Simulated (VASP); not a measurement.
Write the native input for VASP 6.6.1 that does the following.

```
Task                   : relaxation of cell and atoms
Functional             : PBE
Potentials or basis    : VASP PAW PBE potentials, release 64 (Co, Al)
Cutoff                 : 600 eV
k mesh                 : 15 × 15 × 15
Occupations            : fermi-dirac, width 0.08 eV
Spin                   : no spin polarisation
Target pressure        : 89 GPa
Dipole correction      : no
Further INCAR settings : ALGO = Normal; EDIFF = 1e-06; IBRION = 2; EDIFFG = -0.005; NSW = 32; ISIF = 3
```

The structure of AlCo (CsCl type) lies in POSCAR:

```
AlCo
1.0
    2.6010560850      0.0000000000      0.0000000000
    0.0000000000      2.6010560850      0.0000000000
    0.0000000000      0.0000000000      2.6010560850
Co Al
1 1
Direct
    0.0000000000      0.0000000000      0.0000000000
    0.5000000000      0.5000000000      0.5000000000
```

One way to write it, as run:

INCAR

```
SYSTEM = AlCo
ALGO = Normal ; EDIFF = 1E-6
EDIFFG = -0.005 ; ENCUT = 600
GGA = PE ; IBRION = 2
ISIF = 3 ; ISMEAR = -1
LASPH = .TRUE. ; LCHARG = .FALSE.
LREAL = .FALSE. ; LWAVE = .FALSE.
NELM = 60 ; NSW = 32
PREC = Accurate ; PSTRESS = 890.0
SIGMA = 0.08
```

KPOINTS

```
k-points
0
G
  15 15 15
  0 0 0
```

Potentials or basis: VASP PAW PBE potentials, release 64 (Co, Al).

The run is started by

```console
$ cat potpaw_PBE.64/Co/POTCAR potpaw_PBE.64/Al/POTCAR > POTCAR
$ mpirun -np 1 vasp_std > vasp.out
```

It gave:

| Property | Result |
| --- | --- |
| Relaxed volume | 8.80 Å³/atom |
| Relaxed cell | a = 2.601 Å, b = 2.601 Å, c = 2.601 Å, α = 90.00°, β = 90.00°, γ = 90.00° |
| Space group after relaxing (to 0.05 Å) | Pm-3m (No. 221) |
| Energy change on relaxing (the enthalpy is what falls) | +0.8 meV/atom |
| Ionic steps | 3 |
| Pressure after relaxing | 89.0 GPa |
| Band gap on the k mesh | zero (band 6 reaches 16.71 eV, above the bottom of band 7 at 14.50 eV) |

Caveat: the cell is relaxed towards a set pressure, so the enthalpy falls and the energy may rise.

Run time: 34 s on 1 thread of Intel Xeon 6975P-C, with other jobs on the host, peak memory 0.16 GiB.
